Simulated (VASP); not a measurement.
# C (Cmm2) in VASP: further runs, part 2 of 2

VASP 6.6.1. The steps go on from the part before.

## 4. Single point, PBE (atom 1 (C) moved +0.090 Å along Cartesian [0 0 1])

INCAR reads:

```
PREC = Accurate
ENCUT = 520
EDIFF = 1E-6
ISMEAR = 0
SIGMA = 0.05
LREAL = False
LASPH = True
NELM = 80
ALGO = Normal
ISIF = 2
LWAVE = False
LCHARG = True
GGA = PE
LELF = True
LVHAR = True
NBANDS = 26
```

KPOINTS reads:

```
Automatic mesh
0
Gamma
  6 6 6
```

POSCAR reads:

```
C
1.0
    3.5668000000      0.0000000000      0.0000000000
    0.0000000000     -3.5668000000      0.0000000000
    0.0000000000      0.0000000000     -3.5668000000
C
8
Direct
    0.5000000000      0.0000000000     -0.0252327016
    0.0000000000      0.5000000000      0.0000000000
    0.0000000000      0.0000000000      0.5000000000
    0.5000000000      0.5000000000      0.5000000000
    0.7500000000      0.7500000000      0.7500000000
    0.2500000000      0.2500000000      0.7500000000
    0.2500000000      0.7500000000      0.2500000000
    0.7500000000      0.2500000000      0.2500000000
```

Potentials or basis: VASP PAW PBE potentials, release 64 (C).

On the command line:

```bash
cat potpaw_PBE.64/C/POTCAR > POTCAR
mpirun -np 1 vasp_std > vasp.out
```

OUTCAR:

```text
PREC = Accurate
   ENCUT = 520
   EDIFF = 1E-6
   ISMEAR = 0
   LREAL = False
   LASPH = True
   NELM = 80
   ISIF = 2
   GGA = PE

 ion  position               nearest neighbor table
   1  0.500  0.000  0.975-   5 1.49   6 1.49   7 1.60   8 1.60
   2  0.000  0.500  0.000-   5 1.54   6 1.54   7 1.54   8 1.54
   3  0.000  0.000  0.500-   5 1.54   6 1.54   7 1.54   8 1.54
   4  0.500  0.500  0.500-   5 1.54   6 1.54   7 1.54   8 1.54
[... 913 lines left out ...]
  -------------------------------------------------------------------------------------
  Total        1.0052009      1.0052009      0.7779845      0.3043097      0.0000000      0.0000000
  in kB       35.4917309     35.4917309     27.4691522     10.7445956      0.0000000      0.0000000
  external PRESSURE =      32.8175380 kB  Pullay stress =       0.0000000 kB

 VOLUME and BASIS-vectors are now :
 -----------------------------------------------------------------------------
  energy-cutoff  :      520.00
  volume of cell :       45.38
      direct lattice vectors                 reciprocal lattice vectors
     3.566800000  0.000000000  0.000000000     0.280363351  0.000000000  0.000000000
     0.000000000 -3.566800000  0.000000000     0.000000000 -0.280363351  0.000000000
     0.000000000  0.000000000 -3.566800000     0.000000000  0.000000000 -0.280363351

 POSITION                                       TOTAL-FORCE (eV/Angst)
 -----------------------------------------------------------------------------------
      1.78340      0.00000     -3.47680        -0.000000      0.000000     -3.976318
      0.00000     -1.78340      0.00000        -0.000000      0.000000     -0.521689
      0.00000      0.00000     -1.78340        -0.000000      0.000000      0.588746
      1.78340     -1.78340     -1.78340        -0.000000      0.000000      0.588746
      2.67510     -2.67510     -2.67510         0.345019      0.345019      0.903713
      0.89170     -0.89170     -2.67510        -0.345019     -0.345019      0.903713
      0.89170     -2.67510     -0.89170         0.189987     -0.189987      0.756544
      2.67510     -0.89170     -0.89170        -0.189987      0.189987      0.756544
 -----------------------------------------------------------------------------------
    total drift:                                0.000000     -0.000000     -0.000026

  FREE ENERGIE OF THE ION-ELECTRON SYSTEM (eV)
  ---------------------------------------------------
  free  energy   TOTEN  =       -72.5612948214 eV

  energy  without entropy=      -72.5612948214  energy(sigma->0) =      -72.56129482
```

OSZICAR:

```text
N       E                     dE             d eps       ncg     rms          rms(c)
DAV:   1     0.720792589304E+02    0.72079E+02   -0.16763E+04  2704   0.120E+03
DAV:   2    -0.697474397360E+02   -0.14183E+03   -0.13345E+03  3624   0.236E+02
DAV:   3    -0.750806667687E+02   -0.53332E+01   -0.52903E+01  3500   0.402E+01
DAV:   4    -0.751284119301E+02   -0.47745E-01   -0.47664E-01  3452   0.428E+00
DAV:   5    -0.751292310320E+02   -0.81910E-03   -0.81869E-03  3460   0.515E-01    0.111E+01
DAV:   6    -0.732012017651E+02    0.19280E+01   -0.12541E+00  3062   0.604E+00    0.665E+00
DAV:   7    -0.725546480241E+02    0.64655E+00   -0.14459E+00  3204   0.668E+00    0.151E+00
DAV:   8    -0.725610332314E+02   -0.63852E-02   -0.31483E-02  3406   0.996E-01    0.135E-01
DAV:   9    -0.725612247821E+02   -0.19155E-03   -0.92685E-04  3338   0.205E-01    0.344E-02
DAV:  10    -0.725612743650E+02   -0.49583E-04   -0.85866E-05  3478   0.604E-02    0.199E-02
DAV:  11    -0.725612911040E+02   -0.16739E-04   -0.11025E-05  3364   0.244E-02    0.705E-03
DAV:  12    -0.725612948852E+02   -0.37812E-05   -0.44468E-06  3276   0.151E-02    0.883E-04
DAV:  13    -0.725612948214E+02    0.63798E-07   -0.23182E-07  1910   0.336E-03
   1 F= -.72561295E+02 E0= -.72561295E+02  d E =-.823769E-12
```

stdout:

```text
POSCAR found type information on POSCAR C
 POSCAR found :  1 types and       8 ions
 scaLAPACK will be used
 LDA part: xc-table for (Slater+PW92), standard interpolation
 POSCAR, INCAR and KPOINTS ok, starting setup
 FFT: planning ... GRIDC
 FFT: planning ... GRID_SOFT
 FFT: planning ... GRID
 WAVECAR not read
 entering main loop
```

Run time: 22 s. Hardware: 1 thread of Intel Xeon 6975P-C (Granite Rapids), shared host; peak memory 0.17 GiB.

Results:

* Free energy: -72.5613 eV
* Pressure: 3.3 GPa
* Largest force: 3.976 eV/Å
* Band gap on the k mesh: 3.76 eV

Forces on the atoms (eV/Å):
```
C    0.000  0.000 -3.976
C    0.000  0.000 -0.522
C    0.000  0.000  0.589
C    0.000  0.000  0.589
C    0.345  0.345  0.904
C   -0.345 -0.345  0.904
C    0.190 -0.190  0.757
C   -0.190  0.190  0.757
```

Stress tensor (GPa, compression positive):
```
3.55 1.07 0.00
1.07 3.55 0.00
0.00 0.00 2.75
```

Levels at points of the mesh, in eV from the valence-band top:
| k point | band 12 | band 13 | band 14 | band 15 | band 16 | band 17 | band 18 | band 19 | band 20 | band 21 |
| --- | --- | --- | --- | --- | --- | --- | --- | --- | --- | --- |
| (0.00, 0.00, 0.00) | -6.62 | -6.45 | -0.69 | -0.33 | 0.00 | 3.95 | 4.12 | 4.41 | 4.42 | 4.51 |
| (0.50, 0.00, 0.00) | -4.88 | -4.47 | -4.47 | -4.41 | -4.21 | 4.04 | 4.07 | 9.56 | 9.62 | 10.00 |
| (0.00, 0.00, 0.50) | -4.90 | -4.79 | -4.61 | -4.35 | -4.06 | 3.97 | 4.17 | 9.76 | 9.82 | 9.96 |
| (0.50, 0.50, 0.00) | -7.84 | -3.80 | -3.41 | -3.32 | -2.94 | 7.31 | 7.54 | 7.55 | 7.81 | 9.11 |
| (0.00, 0.50, 0.50) | -7.83 | -3.55 | -3.37 | -3.31 | -3.13 | 7.20 | 7.36 | 7.66 | 7.70 | 9.43 |
| (0.50, 0.50, 0.50) | -3.17 | -3.14 | -3.11 | -2.94 | -2.58 | 7.30 | 7.45 | 8.08 | 8.09 | 8.12 |

Caveat: the cell differs from its parent crystal (atom 1 (C) moved +0.090 Å along Cartesian [0 0 1]); forces of over 1 eV/Å act on the atoms, so gaps and moduli don't describe the material at rest.
